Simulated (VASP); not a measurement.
Input of a VASP 6.6.1 run:

The input INCAR:

```
PREC = Accurate ; ENCUT = 520
EDIFF = 1E-7 ; ISMEAR = 0
SIGMA = 0.1 ; LREAL = F
LASPH = T ; NELM = 100
ALGO = Normal ; ISIF = 2
LWAVE = F ; LCHARG = F
GGA = PE ; NBANDS = 35
```

KPOINTS

```
regular mesh
0
Gamma
  6 6 2
```

The input POSCAR:

```
BiAsS
1.0
    4.6319876998      0.0000000028      0.0000000000
   -2.3159938524      4.0114190166      0.0000000000
    0.0000000000      0.0000000000      7.4881529533
Bi As S
2 2 2
Direct
    0.0000000000      0.0000000000      0.5000000000
    0.0000000000      0.0000000000      0.0000000000
    0.3333333333      0.6666666667      0.2500000000
    0.6666666667      0.3333333333      0.7500000000
    0.6666666667      0.3333333333      0.2500000000
    0.3333333333      0.6666666667      0.7500000000
```

Potentials or basis: VASP PAW PBE potentials, release 64 (Bi_d, As, S).

The run is started by

```sh
$ cat potpaw_PBE.64/Bi_d/POTCAR potpaw_PBE.64/As/POTCAR potpaw_PBE.64/S/POTCAR > POTCAR
$ mpirun -np 1 vasp_std > vasp.out
```

(1) Estimate the band gap on the k mesh.

(2) What does it give for the pressure?

Answers

(1) zero (band 26 reaches 7.26 eV, above the bottom of band 27 at 6.59 eV).

(2) -0.1 GPa.

Caveat: the k points lie up to 0.42 Å⁻¹ apart; spin-orbit coupling is left out, which moves the levels of the heavy elements.
